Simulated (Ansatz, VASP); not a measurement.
## One calculation of Be, two programs

```
Be
1.0
     1.78718   -3.08917    0.00000
     1.78718    3.08917    0.00000
     0.00000    0.00000    6.17355
Be
8
Direct
  0.90111 0.09889 0.75000
  0.09889 0.90111 0.25000
  0.58007 0.41993 0.75000
  0.41993 0.58007 0.25000
  0.76201 0.23799 0.40977
  0.23799 0.76201 0.90977
  0.23799 0.76201 0.59023
  0.76201 0.23799 0.09023
```

Change from the starting cell: the structure that the rattled graphite type (P6_3/mmc, No. 194) fell into.

Alike in both runs: task single point; functional PBEsol; k mesh 6 × 6 × 4; occupations gaussian, width 0.1 eV; no spin polarisation.

```csv
,VASP,Ansatz
version,VASP 6.6.1,Ansatz 0.2.0
potentials or method,"VASP PAW PBE potentials, release 64 (Be), cutoff 600 eV","scalar-relativistic, plane waves, PAW"
valence electrons in the cell,16,16
```

```csv
,VASP,Ansatz,Ansatz less VASP
gap on the k mesh at the Fermi level (eV),none,none,-
pressure (GPa),0.4,0.0,-0.33
"traceless stress, the component that is largest in VASP (GPa)",0.09,0.10,+0.009
rms of the force components (eV/Å),0.011,0.004,-0.0063
```

VASP's potentials were made for PBE, not for PBEsol. Atom by atom the forces differ by 0.007 eV/Å (rms over components). A gap of «none» marks a metal or a gap that the smearing closes.
